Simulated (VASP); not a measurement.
Here is a VASP 6.6.1 calculation.

INCAR

```
SYSTEM = Na
ALGO     = Normal         ! electronic algorithm
EDIFF    = 1E-7           ! SCF threshold, eV
ENCUT    = 520            ! plane-wave cutoff, eV
GGA      = PS             ! functional
ISIF     = 2              ! what is computed and relaxed
ISMEAR   = 1              ! smearing method
LASPH    = .TRUE.         ! aspherical terms in the spheres
LCHARG   = .TRUE.         ! write CHGCAR
LELF     = .TRUE.         ! ELF
LREAL    = .FALSE.        ! projectors in reciprocal space
LVHAR    = .TRUE.       
LWAVE    = .FALSE.        ! write WAVECAR
NBANDS   = 14             ! bands
NELM     = 80             ! most SCF steps
PREC     = Accurate       ! precision mode
SIGMA    = 0.05           ! smearing width, eV
```

KPOINTS

```
k-points
0
G
  6 6 4
  0 0 0
```

POSCAR

```
Na
1.0
    3.1788062023      0.0000000000      0.0000000000
   -1.5894031012      2.7529269249      0.0000000000
    0.0000000000      0.0000000000      5.0235102243
Na
2
Direct
    0.3333333333      0.6666666667      0.2500000000
    0.6666666667      0.3333333333      0.7500000000
```

Potentials or basis: VASP PAW PBE potentials, release 64 (Na_pv).

The run is started by

```bash
$ cat potpaw_PBE.64/Na_pv/POTCAR > POTCAR
$ mpirun -np 1 vasp_std > vasp.out
```

(1) What does it give for the band gap on the k mesh?

(2) Predict the pressure.

Results:

(1) zero (bands 7 and 8 overlap by 5.69 eV).

(2) 10.0 GPa.

Caveat: the k points lie up to 0.38 Å⁻¹ apart, too coarse for converged energies and pressures of a metal; the PAW data sets were made with another functional, which shifts forces and pressure a little.
